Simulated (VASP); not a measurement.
# PtSe2 (P4_2/mnm) in VASP: a series of runs

PtSe2 is run at these levels: PBE; tasks: single point.

Everything below comes from runs of VASP 6.6.1. Logs are shortened: lines on timing, memory, paths and dates and some standing lists are left out, and cuts for length are marked.

### 1 The cell of the first run

Symmetry: P4_2/mnm, No. 136, tetragonal system. Conventional cell: a = 5.682 Å, b = 5.682 Å, c = 3.927 Å, α = 90.00°, β = 90.00°, γ = 90.00°. Pt (site symmetry mmm) has 6 Se at 2.49 Å within 3.3 Å. Within 3.3 Å of Se (site symmetry m2m) lie 3 Pt at 2.49 Å and 1 Se at 3.05 Å.

### 2 Single point, PBE (21.13 Å³/atom)

The input, INCAR:

```
PREC = Accurate ; ENCUT = 520
EDIFF = 1E-6 ; ISMEAR = -1
SIGMA = 0.02 ; LREAL = False
LASPH = True ; NELM = 80
ALGO = Normal ; ISIF = 2
LWAVE = False ; LCHARG = True
GGA = PE ; LELF = True
LVHAR = True ; NBANDS = 31
```

The input, KPOINTS:

```
regular mesh
0
Gamma
  4 4 6
```

The input, POSCAR:

```
PtSe2
1.0
    5.6824249249      0.0000000000      0.0000000000
    0.0000000000      5.6824249249      0.0000000000
    0.0000000000      0.0000000000      3.9267828389
Pt Se
2 4
Direct
    0.0000000000      0.0000000000      0.0000000000
    0.5000000000      0.5000000000      0.5000000000
    0.3100953199      0.3100953199      0.0000000000
    0.1899046801      0.8100953199      0.5000000000
    0.8100953199      0.1899046801      0.5000000000
    0.6899046801      0.6899046801      0.0000000000
```

Potentials or basis: VASP PAW PBE potentials, release 64 (Pt, Se).

The run is started by

```sh
> cat potpaw_PBE.64/Pt/POTCAR potpaw_PBE.64/Se/POTCAR > POTCAR
> mpirun -np 1 vasp_std > vasp.out
```

OUTCAR:

```text
PREC = Accurate
   ENCUT = 520
   EDIFF = 1E-6
   ISMEAR = -1
   LREAL = False
   LASPH = True
   NELM = 80
   ISIF = 2
   GGA = PE

 ion  position               nearest neighbor table
   1  0.000  0.000  0.000-   4 2.49   5 2.49   4 2.49   5 2.49   3 2.49   6 2.49
   2  0.500  0.500  0.500-   3 2.49   6 2.49   3 2.49   6 2.49   5 2.49   4 2.49
   3  0.310  0.310  0.000-   2 2.49   2 2.49   1 2.49
   4  0.190  0.810  0.500-   1 2.49   1 2.49   2 2.49
   5  0.810  0.190  0.500-   1 2.49   1 2.49   2 2.49
   6  0.690  0.690  0.000-   2 2.49   2 2.49   1 2.49

  LATTYP: Found a simple tetragonal cell.
 ALAT       =     5.6824249249
 C/A-ratio  =     0.6910399857

  Lattice vectors:

 A1 = (   5.6824249249,   0.0000000000,   0.0000000000)
 A2 = (   0.0000000000,   5.6824249249,   0.0000000000)
 A3 = (   0.0000000000,   0.0000000000,   3.9267828389)

Analysis of symmetry for initial positions (statically):
=====================================================================
 Subroutine PRICEL returns:
 Original cell was already a primitive cell.

 Routine SETGRP: Setting up the symmetry group for a
 simple tetragonal supercell.

 Subroutine GETGRP returns: Found 16 space group operations
 (whereof  8 operations were pure point group operations)
 out of a pool of 16 trial point group operations.

The static configuration has the point symmetry D_2h.
 The point group associated with its full space group is D_4h.

Analysis of symmetry for dynamics (positions and initial velocities):
=====================================================================
 Subroutine PRICEL returns:
 Original cell was already a primitive cell.

 Routine SETGRP: Setting up the symmetry group for a
 simple tetragonal supercell.

 Subroutine GETGRP returns: Found 16 space group operations
 (whereof  8 operations were pure point group operations)
 out of a pool of 16 trial point group operations.

The dynamic configuration has the point symmetry D_2h.
 The point group associated with its full space group is D_4h.

 Subroutine INISYM returns: Found 16 space group operations
 (whereof  8 operations are pure point group operations),
 and found     1 'primitive' translations

----------------------------------------------------------------------------------------

                                     Primitive cell

  volume of cell :     126.7956

  direct lattice vectors                    reciprocal lattice vectors
     5.682424925  0.000000000  0.000000000     0.175981208  0.000000000  0.000000000
     0.000000000  5.682424925  0.000000000     0.000000000  0.175981208  0.000000000
     0.000000000  0.000000000  3.926782839     0.000000000  0.000000000  0.254661396

  length of vectors
     5.682424925  5.682424925  3.926782839     0.175981208  0.175981208  0.254661396

  position of ions in fractional coordinates (direct lattice)
     0.000000000  0.000000000  0.000000000
     0.500000000  0.500000000  0.500000000
     0.310095320  0.310095320  0.000000000
     0.189904680  0.810095320  0.500000000
     0.810095320  0.189904680  0.500000000
     0.689904680  0.689904680  0.000000000

  ion indices of the primitive-cell ions
   primitive index   ion index
                 1           1
                 2           2
                 3           3
                 4           4
                 5           5
                 6           6

----------------------------------------------------------------------------------------

 KPOINTS: regular mesh

Automatic generation of k-mesh.
 Grid dimensions read from file:
 generate k-points for:    4    4    6

 Generating k-lattice:

  Cartesian coordinates                     Fractional coordinates (reciprocal lattice)
     0.043995302  0.000000000  0.000000000     0.250000000  0.000000000  0.000000000
     0.000000000  0.043995302  0.000000000     0.000000000  0.250000000  0.000000000
     0.000000000  0.000000000  0.042443566     0.000000000  0.000000000  0.166666667

  Length of vectors
     0.043995302  0.043995302  0.042443566

  Shift w.r.t. Gamma in fractional coordinates (k-lattice)
     0.000000000  0.000000000  0.000000000

 Subroutine IBZKPT returns following result:
 ===========================================

 Found     24 irreducible k-points:

 Following reciprocal coordinates:
            Coordinates               Weight
  0.000000  0.000000  0.000000      1.000000
  0.250000  0.000000  0.000000      4.000000
  0.500000  0.000000  0.000000      2.000000
  0.250000  0.250000  0.000000      4.000000
  0.500000  0.250000  0.000000      4.000000
  0.500000  0.500000  0.000000      1.000000
[... 16 lines left out ...]
  0.500000  0.250000  0.500000      4.000000
  0.500000  0.500000  0.500000      1.000000
   k-points           NKPTS =     24   k-points in BZ     NKDIM =     24   number of bands    NBANDS=     31
   number of dos      NEDOS =    301   number of ions     NIONS =      6
   total plane-waves  NPLWV =  52920
   dimension x,y,z NGX =    42 NGY =   42 NGZ =   30
   dimension x,y,z NGXF=    84 NGYF=   84 NGZF=   60
   ions per type =               2   4
   NGX,Y,Z   is equivalent  to a cutoff of  12.29, 12.29, 12.70 a.u.
   NGXF,Y,Z  is equivalent  to a cutoff of  24.58, 24.58, 25.40 a.u.
 SYSTEM =  unknown system
   PREC   = accura    normal or accurate (medium, high low for compatibility)
   ISTART =      0    job   : 0-new  1-cont  2-samecut
   ICHARG =      2    charge: 1-file 2-atom 10-const
   ISPIN  =      1    spin polarized calculation?
   LNONCOLLINEAR =      F non collinear calculations
   LSORBIT =      F    spin-orbit coupling
   LASPH  =      T    aspherical Exc in radial PAW
   ENCUT  =  520.0 eV  38.22 Ry    6.18 a.u.  10.57 10.57  7.30*2*pi/ulx,y,z
   NELM   =     80;   NELMIN=  2; NELMDL= -5     # of ELM steps
   EDIFF  = 0.1E-05   stopping-criterion for ELM
   LREAL  =      F    real-space projection
[... 7 lines left out ...]
   TEBEG  =    0.0;   TEEND  =   0.0 temperature during run
   PSTRESS=    0.0 pullay stress
   NELECT =      44.0000    total number of electrons
   NUPDOWN=      -1.0000    fix difference up-down
   EMIN   =  10.00;   EMAX   =-10.00  energy-range for DOS
   EFERMI =   0.00;   METHOD = LEGACY
   ISMEAR =    -1;   SIGMA  =   0.02  broadening in eV -4-tet -1-fermi 0-gaus
   EFERMI_NEDOS =   21; number of points for ismear=-14 and -15
   IALGO  =     38    algorithm
   IMIX   =      4    mixing-type and parameters
     AMIX     =   0.40;   BMIX     =  1.00
     AMIX_MAG =   1.60;   BMIX_MAG =  1.00
  volume/ion in A,a.u.               =      21.13       142.61
  Fermi-wavevector in a.u.,A,eV,Ry     =   1.150423  2.173985 18.006950  1.323473
  Thomas-Fermi vector in A             =   2.287087
   LORBIT       =      0    0 simple, 1 ext, 2 COOP (PROOUT), +10 PAW based schemes
   GGA     = PE    functional components
   LHFCALC =     F    Hartree Fock is set to
   AEXX    =    0.0000 exact exchange contribution
   IVDW    =     0    specifies the selected vdW correction
   LEPSILON=     F    determine dielectric tensor
   LRPA    =     F    only Hartree local field effects (RPA)
 non-spin polarized calculation
  energy-cutoff  :      520.00
  volume of cell :      126.80
 maximum number of plane-waves:      3436
   NGX = 21   NGY = 21   NGZ = 15

 number of electron      43.9999997 magnetization

 Free energy of the ion-electron system (eV)
  ---------------------------------------------------
  ext. energy  EPLUGINS =         0.00000000
  ---------------------------------------------------
  free energy    TOTEN  =       -26.42597749 eV

  energy without entropy =      -26.40937178  energy(sigma->0) =      -26.41767463

 E-fermi :   5.3922     XC(G=0): -10.4176

 val. band max:        5.3921004034   @ k =   0.5000   0.2500   0.1667
 cond. band min:       5.3958023456   @ k =   0.5000   0.0000   0.5000
 fundamental gap:      0.0037019422
 Fermi energy:         5.3922227279

 k-point     1 :       0.0000    0.0000    0.0000
  band No.  band energies     occupation
      1      -9.5819      2.00000
      2      -7.9039      2.00000
      3      -7.2756      2.00000
      4      -7.2756      2.00000
      5      -2.3246      2.00000
      6      -1.3722      2.00000
[... 23 lines left out ...]
     30      10.5187      0.00000
     31      11.7957      0.00000

 k-point     2 :       0.2500    0.0000    0.0000
  band No.  band energies     occupation
      1      -9.3847      2.00000
      2      -8.1916      2.00000
      3      -7.3458      2.00000
      4      -7.3003      2.00000
      5      -1.7901      2.00000
      6      -1.1707      2.00000
[... 23 lines left out ...]
     30      11.0797      0.00000
     31      12.6420      0.00000

 k-point     3 :       0.5000    0.0000    0.0000
  band No.  band energies     occupation
      1      -8.8462      2.00000
      2      -8.8462      2.00000
      3      -7.3472      2.00000
      4      -7.3472      2.00000
      5      -1.0073      2.00000
      6      -1.0073      2.00000
[... 23 lines left out ...]
     30      11.6991      0.00000
     31      13.4464      0.00000

 k-point     4 :       0.2500    0.2500    0.0000
  band No.  band energies     occupation
      1      -9.2211      2.00000
      2      -8.3559      2.00000
      3      -7.3717      2.00000
      4      -7.3657      2.00000
      5      -1.8190      2.00000
      6      -0.9483      2.00000
[... 23 lines left out ...]
     30      11.6559      0.00000
     31      13.2278      0.00000

 k-point     5 :       0.5000    0.2500    0.0000
  band No.  band energies     occupation
      1      -8.7984      2.00000
      2      -8.7984      2.00000
      3      -7.4023      2.00000
      4      -7.4023      2.00000
      5      -1.4522      2.00000
      6      -1.4522      2.00000
[... 23 lines left out ...]
     30      11.8242      0.00000
     31      12.9668      0.00000
[... 542 lines left out ...]
     30      12.1509      0.00000
     31      13.3021      0.00000

 k-point    22 :       0.2500    0.2500    0.5000
  band No.  band energies     occupation
      1      -8.0986      2.00000
      2      -7.9304      2.00000
      3      -7.7227      2.00000
      4      -7.5101      2.00000
      5      -1.4104      2.00000
      6      -0.9849      2.00000
[... 23 lines left out ...]
     30      13.1501      0.00000
     31      13.8598      0.00000

 k-point    23 :       0.5000    0.2500    0.5000
  band No.  band energies     occupation
      1      -7.9743      2.00000
      2      -7.9743      2.00000
      3      -7.6467      2.00000
      4      -7.6467      2.00000
      5      -1.3888      2.00000
      6      -1.3888      2.00000
[... 23 lines left out ...]
     30      12.1736      0.00000
     31      14.1107      0.00000

 k-point    24 :       0.5000    0.5000    0.5000
  band No.  band energies     occupation
      1      -8.0156      2.00000
      2      -8.0156      2.00000
      3      -7.5704      2.00000
      4      -7.5704      2.00000
      5      -1.5354      2.00000
      6      -1.5354      2.00000
[... 23 lines left out ...]
     30      11.4065      0.00000
     31      13.6152      0.00000

------------------------ aborting loop because EDIFF is reached ----------------------------------------

  FORCE on cell =-STRESS in cart. coord.  units (eV):
  Direction    XX          YY          ZZ          XY          YZ          ZX
  --------------------------------------------------------------------------------------
  -------------------------------------------------------------------------------------
  Total        4.9496041      4.9496041      7.0531587     -0.0000000      0.0000000      0.0000000
  in kB       62.5427170     62.5427170     89.1230295     -0.0000000      0.0000000      0.0000000
  external PRESSURE =      71.4028212 kB  Pullay stress =       0.0000000 kB

 VOLUME and BASIS-vectors are now :
 -----------------------------------------------------------------------------
  energy-cutoff  :      520.00
  volume of cell :      126.80
      direct lattice vectors                 reciprocal lattice vectors
     5.682424925  0.000000000  0.000000000     0.175981208  0.000000000  0.000000000
     0.000000000  5.682424925  0.000000000     0.000000000  0.175981208  0.000000000
     0.000000000  0.000000000  3.926782839     0.000000000  0.000000000  0.254661396

 POSITION                                       TOTAL-FORCE (eV/Angst)
 -----------------------------------------------------------------------------------
      0.00000      0.00000      0.00000        -0.000000      0.000000      0.000000
      2.84121      2.84121      1.96339        -0.000000      0.000000      0.000000
      1.76209      1.76209      0.00000        -0.130330     -0.130330     -0.000000
      1.07912      4.60331      1.96339         0.130330     -0.130330     -0.000000
      4.60331      1.07912      1.96339        -0.130330      0.130330      0.000000
      3.92033      3.92033      0.00000         0.130330      0.130330      0.000000
 -----------------------------------------------------------------------------------
    total drift:                               -0.000000     -0.000000     -0.000000

  FREE ENERGIE OF THE ION-ELECTRON SYSTEM (eV)
  ---------------------------------------------------
  free  energy   TOTEN  =       -26.4259774894 eV

  energy  without entropy=      -26.4093717752  energy(sigma->0) =      -26.41767463
```

Wall time 38 s (1 thread of Intel Xeon 6975P-C (Granite Rapids), shared host); peak memory 0.25 GiB.

What came out:

```yaml
Free_energy: -26.4260 eV
Pressure: 7.1 GPa
Largest_force: 0.184 eV/Å
Band_gap_on_the_k_mesh: zero (bands 22 and 23 overlap by 0.41 eV)
```

Forces on the atoms (eV/Å):
```
Pt   0.000  0.000  0.000
Pt   0.000  0.000  0.000
Se  -0.130 -0.130  0.000
Se   0.130 -0.130  0.000
Se  -0.130  0.130  0.000
Se   0.130  0.130  0.000
```

Levels at points of the mesh, in eV from the Fermi level:
```csv
k point,band 19,band 20,band 21,band 22,band 23,band 24,band 25,band 26
"(0.00, 0.00, 0.00)",-0.92,-0.63,0.25,0.25,0.54,2.35,2.67,2.67
"(0.50, 0.00, 0.00)",-1.31,-1.31,-0.53,-0.53,2.27,2.27,2.29,2.29
"(0.50, 0.50, 0.00)",-1.08,-1.08,-0.15,-0.15,0.39,0.39,2.50,2.50
"(0.00, 0.00, 0.50)",-0.97,-0.97,0.01,0.01,0.20,0.20,0.88,0.88
"(0.50, 0.00, 0.50)",-1.36,-1.36,-0.93,-0.93,0.00,0.00,3.48,3.48
"(0.50, 0.50, 0.50)",-0.32,-0.32,-0.12,-0.12,0.99,0.99,1.08,1.08
```

Caveat: the cell stands under pressure; the structure was generated, so it needn't be the stable form of PtSe2; spin-orbit coupling is left out, which moves the levels of the heavy elements.

### 3 Single point, PBE (21.81 Å³/atom)

This run uses another cell than the first one, of 21.81 Å³/atom.

The input, INCAR:

```
PREC = Accurate
ENCUT = 520
EDIFF = 1E-6
ISMEAR = -1
SIGMA = 0.02
LREAL = False
LASPH = True
NELM = 80
ALGO = Normal
ISIF = 2
LWAVE = False
LCHARG = True
GGA = PE
LELF = True
LVHAR = True
NBANDS = 31
```

KPOINTS is that of step 2.

POSCAR: that of step 2 with these lines changed.

```diff
@@ -2,5 +2,5 @@
 1.0
-    5.6824249249      0.0000000000      0.0000000000
-    0.0000000000      5.6824249249      0.0000000000
-    0.0000000000      0.0000000000      3.9267828389
+    5.7422443201      0.0000000000      0.0000000000
+    0.0000000000      5.7422443201      0.0000000000
+    0.0000000000      0.0000000000      3.9681204328
 Pt Se
```

Potentials or basis: VASP PAW PBE potentials, release 64 (Pt, Se).

The run is started by

```sh
> cat potpaw_PBE.64/Pt/POTCAR potpaw_PBE.64/Se/POTCAR > POTCAR
> mpirun -np 1 vasp_std > vasp.out
```

It took 47 s on 1 thread of Intel Xeon 6975P-C (Granite Rapids), shared host; peak memory 0.28 GiB.

Results (log left out):

| Item | Value |
| --- | --- |
| Free energy | -26.5565 eV |
| Pressure | 3.2 GPa |
| Largest force | 0.084 eV/Å |
| Band gap on the k mesh | zero (bands 22 and 23 overlap by 0.38 eV) |

Forces on the atoms (eV/Å):
```
Pt   0.000  0.000  0.000
Pt   0.000  0.000  0.000
Se  -0.059 -0.059  0.000
Se   0.059 -0.059  0.000
Se  -0.059  0.059  0.000
Se   0.059  0.059  0.000
```

Stress tensor (GPa, compression positive):
```
2.84 0.00 0.00
0.00 2.84 0.00
0.00 0.00 4.03
```

Levels at points of the mesh, in eV from the Fermi level:
```csv
k point,band 18,band 19,band 20,band 21,band 22,band 23,band 24,band 25,band 26,band 27
"(0.00, 0.00, 0.00)",-1.60,-0.90,-0.59,0.24,0.24,0.52,2.23,2.56,2.56,3.63
"(0.50, 0.00, 0.00)",-1.67,-1.26,-1.26,-0.50,-0.50,2.15,2.15,2.21,2.21,4.97
"(0.50, 0.50, 0.00)",-2.20,-1.04,-1.04,-0.23,-0.23,0.37,0.37,2.41,2.41,5.45
"(0.00, 0.00, 0.50)",-2.50,-0.91,-0.91,0.01,0.01,0.17,0.17,0.82,0.82,4.72
"(0.50, 0.00, 0.50)",-3.08,-1.38,-1.38,-0.88,-0.88,0.01,0.01,3.33,3.33,6.57
"(0.50, 0.50, 0.50)",-2.31,-0.30,-0.30,-0.11,-0.11,0.94,0.94,1.00,1.00,4.41
```

Caveat: the cell stands under pressure; the structure was generated, so it needn't be the stable form of PtSe2; spin-orbit coupling is left out, which moves the levels of the heavy elements.

### 4 Single point, PBE

This run uses another cell than the first one, of 21.91 Å³/atom.

The input, INCAR:

```
PREC     = Accurate       # precision mode
ENCUT    = 520            # plane-wave cutoff, eV
EDIFF    = 1E-6           # SCF threshold, eV
ISMEAR   = -1             # smearing method
SIGMA    = 0.02           # smearing width, eV
LREAL    = False          # projectors in reciprocal space
LASPH    = True           # aspherical terms in the spheres
NELM     = 60             # most SCF steps
ALGO     = Normal         # electronic algorithm
ISIF     = 2              # what is computed and relaxed
LWAVE    = False          # write WAVECAR
LCHARG   = False          # write CHGCAR
GGA      = PE             # functional
NBANDS   = 31             # bands
```

The input, KPOINTS:

```
Automatic mesh
0
Gamma
  4 4 6
```

The input, POSCAR:

```
PtSe2
1.0
    5.7464973231      0.0000000000      0.0000000000
    0.0000000000      5.7464973231      0.0000000000
    0.0000000000      0.0000000000      3.9813628379
Pt Se
2 4
Direct
    0.0000000000      0.0000000000      0.0000000000
    0.5000000000      0.5000000000      0.5000000000
    0.3092310864      0.3092310864      0.0000000000
    0.1907689136      0.8092310864      0.5000000000
    0.8092310864      0.1907689136      0.5000000000
    0.6907689136      0.6907689136      0.0000000000
```

The run is started by

```sh
> cat potpaw_PBE.64/Pt/POTCAR potpaw_PBE.64/Se/POTCAR > POTCAR
> mpirun -np 1 vasp_std > vasp.out
```

Wall time 41 s (1 thread of Intel Xeon 6975P-C (Granite Rapids), shared host); peak memory 0.28 GiB.

The run converged. Its results:

* Free energy: -26.5700 eV
* Pressure: 2.5 GPa
* Largest force: 0.024 eV/Å
* Band gap on the k mesh: zero (bands 22 and 23 overlap by 0.38 eV)

Forces on the atoms (eV/Å):
```
Pt   0.000  0.000  0.000
Pt   0.000  0.000  0.000
Se   0.017  0.017  0.000
Se  -0.017  0.017  0.000
Se   0.017 -0.017  0.000
Se  -0.017 -0.017  0.000
```

Stress tensor (GPa, compression positive):
```
2.36 0.00 0.00
0.00 2.36 0.00
0.00 0.00 2.86
```

Levels at points of the mesh, in eV from the Fermi level:
| k point | band 20 | band 21 | band 22 | band 23 | band 24 | band 25 |
| --- | --- | --- | --- | --- | --- | --- |
| (0.00, 0.00, 0.00) | -0.59 | 0.23 | 0.23 | 0.51 | 2.26 | 2.52 |
| (0.50, 0.00, 0.00) | -1.24 | -0.51 | -0.51 | 2.14 | 2.14 | 2.16 |
| (0.50, 0.50, 0.00) | -1.06 | -0.23 | -0.23 | 0.37 | 0.37 | 2.36 |
| (0.00, 0.00, 0.50) | -0.89 | 0.00 | 0.00 | 0.19 | 0.19 | 0.78 |
| (0.50, 0.00, 0.50) | -1.38 | -0.86 | -0.86 | 0.01 | 0.01 | 3.30 |
| (0.50, 0.50, 0.50) | -0.28 | -0.11 | -0.11 | 0.96 | 0.96 | 0.99 |

Caveat: the structure was generated, so it needn't be the stable form of PtSe2; spin-orbit coupling is left out, which moves the levels of the heavy elements.

[end of part 1 of 2]

The gap in the log of VASP goes by the Fermi energy; the results here count the filled bands.